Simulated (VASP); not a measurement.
# Zn2P (I4/mmm) in VASP: notebook

The runs below take Zn2P through single point, relaxation of cell and atoms, with PBE.

Everything below comes from runs of VASP 6.6.1. Logs are shortened: lines on timing, memory, paths and dates and some standing lists are left out, and cuts for length are marked.

## (1) The cell of the first run

The structure is tetragonal, space group I4/mmm (No. 139). Conventional cell: a = 3.480 Å, b = 3.480 Å, c = 7.851 Å, α = 90.00°, β = 90.00°, γ = 90.00°. Within 3.5 Å of Zn (site symmetry 4mm) lie 9 Zn at 2.54 to 3.48 Å and 5 P at 2.66 to 2.77 Å. P (site symmetry 4/mmm) has 10 Zn at 2.66 to 2.77 Å and 4 P at 3.48 Å within 3.5 Å.

## (2) Single point, PBE

INCAR

```
SYSTEM = Zn2P
PREC     = Accurate       ! precision mode
ENCUT    = 520            ! plane-wave cutoff, eV
EDIFF    = 1E-6           ! SCF threshold, eV
ISMEAR   = 0              ! smearing method
SIGMA    = 0.1            ! smearing width, eV
LREAL    = .FALSE.        ! projectors in reciprocal space
LASPH    = .TRUE.         ! aspherical terms in the spheres
NELM     = 100            ! most SCF steps
ALGO     = Normal         ! electronic algorithm
ISIF     = 2              ! what is computed and relaxed
LWAVE    = .FALSE.        ! write WAVECAR
LCHARG   = .TRUE.         ! write CHGCAR
GGA      = PE             ! functional
LELF     = .TRUE.         ! ELF
LVHAR    = .TRUE.       
NBANDS   = 22             ! bands
```

KPOINTS

```
Automatic mesh
0
G
  6 6 6
  0 0 0
```

POSCAR

```
Zn2P
1.0
   -1.7400523062      1.7400523062      3.9253892607
    1.7400523062     -1.7400523062      3.9253892607
    1.7400523062      1.7400523062     -3.9253892607
Zn P
2 1
Direct
    0.6617704323      0.6617704323      0.0000000000
    0.3382295677      0.3382295677      0.0000000000
    0.0000000000      0.0000000000      0.0000000000
```

Potentials or basis: VASP PAW PBE potentials, release 64 (Zn, P).

Command:

```sh
cat potpaw_PBE.64/Zn/POTCAR potpaw_PBE.64/P/POTCAR > POTCAR
mpirun -np 1 vasp_std > vasp.out
```

OUTCAR:

```text
SYSTEM = Zn2P
   PREC = Accurate
   ENCUT = 520
   EDIFF = 1E-6
   ISMEAR = 0
   LREAL = .FALSE.
   LASPH = .TRUE.
   NELM = 100
   ISIF = 2
   GGA = PE

 ion  position               nearest neighbor table
   1  0.662  0.662  0.000-   2 2.54   3 2.66   3 2.77   3 2.77   3 2.77   3 2.77   2 2.82   2 2.82
                             2 2.82   2 2.82
   2  0.338  0.338  0.000-   1 2.54   3 2.66   3 2.77   3 2.77   3 2.77   3 2.77   1 2.82   1 2.82
                             1 2.82   1 2.82
   3  0.000  0.000  0.000-   1 2.66   2 2.66   1 2.77   2 2.77   1 2.77   1 2.77   1 2.77   2 2.77
                             2 2.77   2 2.77

  LATTYP: Found a body centered tetragonal cell.
 ALAT       =     3.4801046124
 C/A-ratio  =     2.2559030247

  Lattice vectors:

 A1 = (  -1.7400523062,   1.7400523062,   3.9253892607)
 A2 = (   1.7400523062,  -1.7400523062,   3.9253892607)
 A3 = (   1.7400523062,   1.7400523062,  -3.9253892607)

Analysis of symmetry for initial positions (statically):
=====================================================================
 Subroutine PRICEL returns:
 Original cell was already a primitive cell.

 Routine SETGRP: Setting up the symmetry group for a
 body centered tetragonal supercell.

 Subroutine GETGRP returns: Found 16 space group operations
 (whereof 16 operations were pure point group operations)
 out of a pool of 16 trial point group operations.

The static configuration has the point symmetry D_4h.

Analysis of symmetry for dynamics (positions and initial velocities):
=====================================================================
 Subroutine PRICEL returns:
 Original cell was already a primitive cell.

 Routine SETGRP: Setting up the symmetry group for a
 body centered tetragonal supercell.

 Subroutine GETGRP returns: Found 16 space group operations
 (whereof 16 operations were pure point group operations)
 out of a pool of 16 trial point group operations.

The dynamic configuration has the point symmetry D_4h.

 Subroutine INISYM returns: Found 16 space group operations
 (whereof 16 operations are pure point group operations),
 and found     1 'primitive' translations

----------------------------------------------------------------------------------------

                                     Primitive cell

  volume of cell :      47.5409

  direct lattice vectors                    reciprocal lattice vectors
[... 87 lines left out ...]
   ENCUT  =  520.0 eV  38.22 Ry    6.18 a.u.   8.61  8.61  8.61*2*pi/ulx,y,z
   NELM   =    100;   NELMIN=  2; NELMDL= -5     # of ELM steps
   EDIFF  = 0.1E-05   stopping-criterion for ELM
   LREAL  =      F    real-space projection
   EDIFFG = 0.1E-04   stopping-criterion for IOM
   NSW    =      0    number of steps for IOM
   IBRION =     -1    ionic relax: 0-MD 1-quasi-New 2-CG
   NFREE  =      0    steps in history (QN), initial steepest desc. (CG)
   ISIF   =      2    stress and relaxation
   ISYM   =      2    0-nonsym 1-usesym 2-fastsym
   POTIM  = 0.5000    time-step for ionic-motion
   TEBEG  =    0.0;   TEEND  =   0.0 temperature during run
   PSTRESS=    0.0 pullay stress
   NELECT =      29.0000    total number of electrons
   NUPDOWN=      -1.0000    fix difference up-down
   EMIN   =  10.00;   EMAX   =-10.00  energy-range for DOS
   EFERMI =   0.00;   METHOD = LEGACY
   ISMEAR =     0;   SIGMA  =   0.10  broadening in eV -4-tet -1-fermi 0-gaus
   EFERMI_NEDOS =   21; number of points for ismear=-14 and -15
   IALGO  =     38    algorithm
   IMIX   =      4    mixing-type and parameters
     AMIX     =   0.40;   BMIX     =  1.00
     AMIX_MAG =   1.60;   BMIX_MAG =  1.00
  volume/ion in A,a.u.               =      15.85       106.94
  Fermi-wavevector in a.u.,A,eV,Ry     =   1.388412  2.623718 26.227789  1.927688
  Thomas-Fermi vector in A             =   2.512541
   LORBIT       =      0    0 simple, 1 ext, 2 COOP (PROOUT), +10 PAW based schemes
   GGA     = PE    functional components
   LHFCALC =     F    Hartree Fock is set to
   AEXX    =    0.0000 exact exchange contribution
   IVDW    =     0    specifies the selected vdW correction
   LEPSILON=     F    determine dielectric tensor
   LRPA    =     F    only Hartree local field effects (RPA)
 non-spin polarized calculation
 Gauss-broadening in eV      SIGMA  =   0.10
  energy-cutoff  :      520.00
  volume of cell :       47.54
 maximum number of plane-waves:      1306
 NGX is ok and might be reduce to    36
   NGX = 17   NGY = 17   NGZ = 17

 number of electron      29.0000001 magnetization

 Free energy of the ion-electron system (eV)
  ---------------------------------------------------
  ext. energy  EPLUGINS =         0.00000000
  ---------------------------------------------------
  free energy    TOTEN  =        -6.92196827 eV

  energy without entropy =       -6.91494221  energy(sigma->0) =       -6.91845524

 E-fermi :   4.5588     XC(G=0): -11.2198

 val. band max:        4.4830657774   @ k =   0.0000   0.0000   0.0000
 cond. band min:       4.5764749379   @ k =   0.1667   0.0000  -0.0000
 fundamental gap:      0.0934091605
 Fermi energy:         4.5588429646

 k-point     1 :       0.0000    0.0000    0.0000
  band No.  band energies     occupation
      1      -8.1328      2.00000
      2      -3.0879      2.00000
      3      -2.9510      2.00000
      4      -2.9025      2.00000
      5      -2.8318      2.00000
      6      -2.8006      2.00000
[... 589 lines left out ...]
     21      13.9713      0.00000
     22      14.8904      0.00000

 [... further k-points ...]

------------------------ aborting loop because EDIFF is reached ----------------------------------------

  FORCE on cell =-STRESS in cart. coord.  units (eV):
  Direction    XX          YY          ZZ          XY          YZ          ZX
  --------------------------------------------------------------------------------------
  -------------------------------------------------------------------------------------
  Total       -0.0555480     -0.0555480      0.1420972      0.0000000      0.0000000      0.0000000
  in kB       -1.8720242     -1.8720242      4.7888216      0.0000000      0.0000000      0.0000000
  external PRESSURE =       0.3482577 kB  Pullay stress =       0.0000000 kB

 VOLUME and BASIS-vectors are now :
 -----------------------------------------------------------------------------
  energy-cutoff  :      520.00
  volume of cell :       47.54
      direct lattice vectors                 reciprocal lattice vectors
    -1.740052306  1.740052306  3.925389261     0.000000000  0.287347684  0.127375903
     1.740052306 -1.740052306  3.925389261     0.287347684  0.000000000  0.127375903
     1.740052306  1.740052306 -3.925389261     0.287347684  0.287347684  0.000000000

 POSITION                                       TOTAL-FORCE (eV/Angst)
 -----------------------------------------------------------------------------------
      0.00000      0.00000      5.19541         0.000000      0.000000      0.010805
      0.00000      0.00000      2.65537         0.000000      0.000000     -0.010805
      0.00000      0.00000      0.00000        -0.000000     -0.000000      0.000000
 -----------------------------------------------------------------------------------
    total drift:                               -0.000000     -0.000000      0.000000

  FREE ENERGIE OF THE ION-ELECTRON SYSTEM (eV)
  ---------------------------------------------------
  free  energy   TOTEN  =        -6.9219682678 eV

  energy  without entropy=       -6.9149422076  energy(sigma->0) =       -6.91845524
```

OSZICAR:

```text
N       E                     dE             d eps       ncg     rms          rms(c)
DAV:   1     0.149408617133E+03    0.14941E+03   -0.13752E+04  1352   0.176E+03
DAV:   2     0.157092755167E+01   -0.14784E+03   -0.14206E+03  1350   0.322E+02
DAV:   3    -0.729168256039E+01   -0.88626E+01   -0.87687E+01  1596   0.804E+01
DAV:   4    -0.741639686135E+01   -0.12471E+00   -0.12464E+00  1434   0.907E+00
DAV:   5    -0.741766910032E+01   -0.12722E-02   -0.12722E-02  1598   0.905E-01    0.574E+00
DAV:   6    -0.694376637061E+01    0.47390E+00   -0.16202E+00  1818   0.288E+01    0.460E+00
DAV:   7    -0.692948687188E+01    0.14279E-01   -0.23039E-01  1500   0.677E+00    0.230E+00
DAV:   8    -0.692229136167E+01    0.71955E-02   -0.15394E-02  1544   0.953E-01    0.392E-01
DAV:   9    -0.692194722269E+01    0.34414E-03   -0.61867E-04  1994   0.269E-01    0.111E-01
DAV:  10    -0.692197336765E+01   -0.26145E-04   -0.19913E-04  2058   0.212E-01    0.204E-02
DAV:  11    -0.692196876870E+01    0.45990E-05   -0.71092E-05  1530   0.131E-01    0.600E-03
DAV:  12    -0.692196826781E+01    0.50088E-06   -0.34786E-06  1370   0.140E-02
   1 F= -.69219683E+01 E0= -.69184552E+01  d E =-.702606E-02
```

It took 31 s on 1 thread of AMD EPYC 9R45 (Zen 5), shared host; peak memory 0.18 GiB.

Results:

```
Free energy            : -6.9220 eV
Pressure               : 0.0 GPa
Largest force          : 0.011 eV/Å
Band gap on the k mesh : zero (an odd number of electrons rules out a gap without spin polarisation)
```

Forces in eV/Å, atoms in the order of the input:
```
Zn   0.000  0.000  0.011
Zn   0.000  0.000 -0.011
P    0.000  0.000  0.000
```

## (3) Relaxation of cell and atoms, PBE

This run uses another cell than the first one, of 15.93 Å³/atom.

INCAR

```
PREC = Accurate
ENCUT = 600
EDIFF = 1E-6
ISMEAR = 0
SIGMA = 0.1
LREAL = False
LASPH = True
NELM = 80
ALGO = Normal
ISIF = 3
LWAVE = False
LCHARG = False
GGA = PE
IBRION = 2
NSW = 90
EDIFFG = -0.04
```

KPOINTS

```
regular mesh
0
Gamma
  6 6 6
```

POSCAR

```
Zn2P
1.0
   -1.9385431757      1.9385431757      3.1794101443
    1.9385431757     -1.9385431757      3.1794101443
    1.9385431757      1.9385431757     -3.1794101443
Zn P
2 1
Direct
    0.5930000000      0.5930000000      0.0000000000
    0.4070000000      0.4070000000      0.0000000000
    0.0000000000      0.0000000000      0.0000000000
```

Potentials or basis: VASP PAW PBE potentials, release 64 (Zn, P).

Command:

```sh
cat potpaw_PBE.64/Zn/POTCAR potpaw_PBE.64/P/POTCAR > POTCAR
mpirun -np 1 vasp_std > vasp.out
```

OUTCAR:

```text
PREC = Accurate
   ENCUT = 600
   EDIFF = 1E-6
   ISMEAR = 0
   LREAL = False
   LASPH = True
   NELM = 80
   ISIF = 3
   GGA = PE
   IBRION = 2
   NSW = 90
   EDIFFG = -0.04

 ion  position               nearest neighbor table
   1  0.593  0.593  0.000-   2 1.18   3 2.59   3 2.80   3 2.80   3 2.80   3 2.80
   2  0.407  0.407  0.000-   1 1.18   3 2.59   3 2.80   3 2.80   3 2.80   3 2.80
   3  0.000  0.000  0.000-   1 2.59   2 2.59   1 2.80   2 2.80   1 2.80   1 2.80   1 2.80   2 2.80
                             2 2.80   2 2.80

 -----------------------------------------------------------------------------
|                                                                             |
|           W    W    AA    RRRRR   N    N  II  N    N   GGGG   !!!           |
|           W    W   A  A   R    R  NN   N  II  NN   N  G    G  !!!           |
|           W    W  A    A  R    R  N N  N  II  N N  N  G       !!!           |
|           W WW W  AAAAAA  RRRRR   N  N N  II  N  N N  G  GGG   !            |
|           WW  WW  A    A  R   R   N   NN  II  N   NN  G    G                |
[... 1326 lines left out ...]
     17       5.0821      0.00000
     18       5.2202      0.00000

 [... further k-points ...]

[... ionic steps 4 to 23 ...]

--------------------------------------- Ionic step       24  -------------------------------------------

 number of electron      29.0000005 magnetization

------------------------ aborting loop because EDIFF is reached ----------------------------------------
[... 69 lines left out ...]
--------------------------------------- Ionic step       26  -------------------------------------------

 number of electron      29.0000004 magnetization

 Free energy of the ion-electron system (eV)
  ---------------------------------------------------
  ext. energy  EPLUGINS =         0.00000000
  ---------------------------------------------------
  free energy    TOTEN  =        -6.92035985 eV

  energy without entropy =       -6.91361339  energy(sigma->0) =       -6.91698662

 E-fermi :   4.5887     XC(G=0): -11.2278

 val. band max:        4.5043946158   @ k =   0.0000   0.0000   0.0000
 cond. band min:       4.6018694154   @ k =   0.1667   0.0000  -0.0000
 fundamental gap:      0.0974747995
 Fermi energy:         4.5886667174
[... 534 lines left out ...]
  FREE ENERGIE OF THE ION-ELECTRON SYSTEM (eV)
  ---------------------------------------------------
  free  energy   TOTEN  =        -6.9203598488 eV

  energy  without entropy=       -6.9136133912  energy(sigma->0) =       -6.91698662

 reached required accuracy - stopping structural energy minimisation
```

OSZICAR:

```text
N       E                     dE             d eps       ncg     rms          rms(c)
DAV:   1     0.194049753104E+03    0.19405E+03   -0.16499E+04  1080   0.244E+03
DAV:   2     0.439223962786E+02   -0.15013E+03   -0.14738E+03  1088   0.401E+02
DAV:   3     0.339379497310E+02   -0.99844E+01   -0.97481E+01  1216   0.105E+02
[... 297 lines left out ...]
DAV:   2    -0.692063359893E+01    0.11897E-02   -0.80338E-03  1164   0.173E+00    0.122E-01
DAV:   3    -0.692042432028E+01    0.20928E-03   -0.31339E-04  1174   0.218E-01    0.591E-02
DAV:   4    -0.692036103787E+01    0.63282E-04   -0.52668E-05  1368   0.109E-01    0.121E-02
DAV:   5    -0.692035987910E+01    0.11588E-05   -0.15446E-05  1340   0.488E-02    0.333E-03
DAV:   6    -0.692035984878E+01    0.30319E-07   -0.20540E-06   828   0.192E-02
  26 F= -.69203598E+01 E0= -.69169866E+01  d E =-.595082E-03
```

It took 8.4 min on 1 thread of AMD EPYC 9R45 (Zen 5), shared host; peak memory 0.2 GiB.

What came out:

* Free energy: -6.9204 eV
* Relaxed volume: 15.82 Å³/atom
* Relaxed cell: a = 4.641 Å, b = 4.641 Å, c = 4.641 Å, α = 136.06°, β = 136.06°, γ = 63.88°
* Space group after relaxing (to 0.1 Å): I4/mmm (No. 139)
* Pressure after relaxing: 0.0 GPa
* Largest force after relaxing: 0.016 eV/Å
* Band gap on the k mesh: zero (an odd number of electrons rules out a gap without spin polarisation)

Forces on the atoms (eV/Å):
```
Zn   0.000  0.000  0.016
Zn   0.000  0.000 -0.016
P    0.000  0.000  0.000
```

Final structure:
```
CELL_PARAMETERS angstrom
-1.73603 1.73603 3.93794
1.73603 -1.73603 3.93794
1.73603 1.73603 -3.93794
ATOMIC_POSITIONS crystal
Zn 0.66146 0.66146 0.00000
Zn 0.33854 0.33854 0.00000
P 0.00000 0.00000 0.00000
```
